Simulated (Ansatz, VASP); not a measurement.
Sn: VASP beside Ansatz

```
Sn
1.0
    -3.01364    3.01364    1.51934
     3.01364   -3.01364    1.51934
     3.01364    3.01364   -1.51934
Sn
2
Direct
  0.75000 0.25000 0.50000
  0.00000 0.00000 0.00000
```

Change from the starting cell: strain +0.025 along x and y, -0.050 along z, atoms carried along.

Alike in both runs: task single point; functional r2SCAN; k mesh 16 × 16 × 16; occupations gaussian, width 0.15 eV; no spin polarisation.

|  | VASP | Ansatz |
| --- | --- | --- |
| version | VASP 6.6.1 | Ansatz 0.2.0 |
| potentials or method | VASP PAW PBE potentials, release 64 (Sn_d), cutoff 520 eV | scalar-relativistic, plane waves, PAW |
| valence electrons in the cell | 28 | 28 |

|  | VASP | Ansatz | Ansatz less VASP |
| --- | --- | --- | --- |
| gap on the k mesh at the Fermi level (eV) | none | none | - |
| pressure (GPa) | 0.3 | 0.3 | +0.02 |
| traceless stress, the component that is largest in VASP (GPa) | 3.86 | 3.86 | -0.003 |

VASP's potentials were made for PBE, not for r2SCAN. A gap of «none» marks a metal or a gap that the smearing closes.
